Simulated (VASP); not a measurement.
**Br: electric field gradients with PBE**

Br:

```xyz
2
Lattice="0.0000 3.2317 3.2317 3.2317 0.0000 3.2317 3.2317 3.2317 0.0000" Properties=species:S:1:pos:R:3 pbc="T T T"
Br   -0.8079   -0.8079   -0.8079
Br    0.8079    0.8079    0.8079
```

```yaml
Program: VASP 6.6.1
Task: electric field gradients
Functional: PBE
Potentials_or_basis: VASP PAW PBE potentials, release 64 (Br)
Cutoff: 520 eV
k_mesh: 8 × 8 × 8
Occupations: fermi-dirac, width 0.05 eV
Spin: no spin polarisation
Dipole_correction: no
Further_INCAR_settings: ALGO = Normal; EDIFF = 1e-08; NBANDS = 14
```

```
Pressure               : 6.7 GPa
Band gap on the k mesh : zero (band 7 reaches 1.32 eV, above the bottom of band 8 at -0.61 eV)
```

Levels at points of the mesh, in eV from the Fermi level:
```csv
k point,band 3,band 4,band 5,band 6,band 7,band 8,band 9,band 10,band 11,band 12
"(0.00, 0.00, 0.00)",-3.75,-3.75,-3.75,-1.37,-1.37,-1.37,4.88,8.52,8.52,10.34
"(0.50, 0.00, 0.00)",-4.35,-4.29,-4.29,-0.56,-0.56,-0.03,7.34,7.65,8.54,8.54
"(0.50, 0.50, 0.00)",-4.87,-4.87,-2.51,-2.51,0.57,0.57,6.64,6.64,10.41,10.41
```

It took 12 s on 1 thread of Intel(R) Xeon(R) 6975P-C (Granite Rapids), with other jobs on the host, peak memory 0.2 GiB.

Caveat: without QUAD_EFG the Cq values of the log hold for a quadrupole moment of 1 mb, not for the nuclei.
